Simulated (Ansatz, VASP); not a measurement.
## In in VASP and in Ansatz

Contents of INCAR:

```
ALGO = Fast
EDIFF = 1E-7
ENCUT = 520
GGA = PE
ISIF = 2
ISMEAR = 0
LASPH = T
LCHARG = F
LREAL = F
LWAVE = F
NBANDS = 12
NELM = 60
PREC = Accurate
SIGMA = 0.15
```

File KPOINTS:

```
k-points
0
Gamma
  20 20 20
```

Contents of POSCAR:

```
In
1.0
   -1.5773655000      1.5773655000      2.5481685000
    1.5773655000     -1.5773655000      2.5481685000
    1.5773655000      1.5773655000     -2.5481685000
In
1
Direct
    0.0000000000      0.0000000000      0.0000000000
```

Input for Ansatz:

```yaml
crystal:
  lattice:
    - [-1.5773655, 1.5773655, 2.5481685]
    - [1.5773655, -1.5773655, 2.5481685]
    - [1.5773655, 1.5773655, -2.5481685]
  atoms:
    - { symbol: In, position: [0.0, 0.0, 0.0] }
basis:
  ecutwfc: 420
kpoints:
  mp_grid: { grid: [20, 20, 20] }
hamiltonian:
  xc: pbe
scf:
  occupations: { method: gaussian, width: 0.15 }
output:
  forces: true
  stress: true
  eigenvalues: true
```

Change from the starting cell: strain -0.030 along x and y, +0.030 along z, atoms carried along.

Alike in both runs: task single point; functional PBE; k mesh 20 × 20 × 20; occupations gaussian, width 0.15 eV; no spin polarisation.

|  | VASP | Ansatz |
| --- | --- | --- |
| version | VASP 6.6.1 | Ansatz 0.2.0 |
| potentials or method | VASP PAW PBE potentials, release 64 (In_d), cutoff 520 eV | scalar-relativistic, plane waves, PAW |
| valence electrons in the cell | 13 | 13 |

```csv
,VASP,Ansatz,Ansatz less VASP
gap on the k mesh at the Fermi level (eV),none,none,-
pressure (GPa),3.5,3.5,+0.01
"traceless stress, the component that is largest in VASP (GPa)",-0.37,-0.36,+0.008
```

A gap of «none» marks a metal or a gap that the smearing closes.
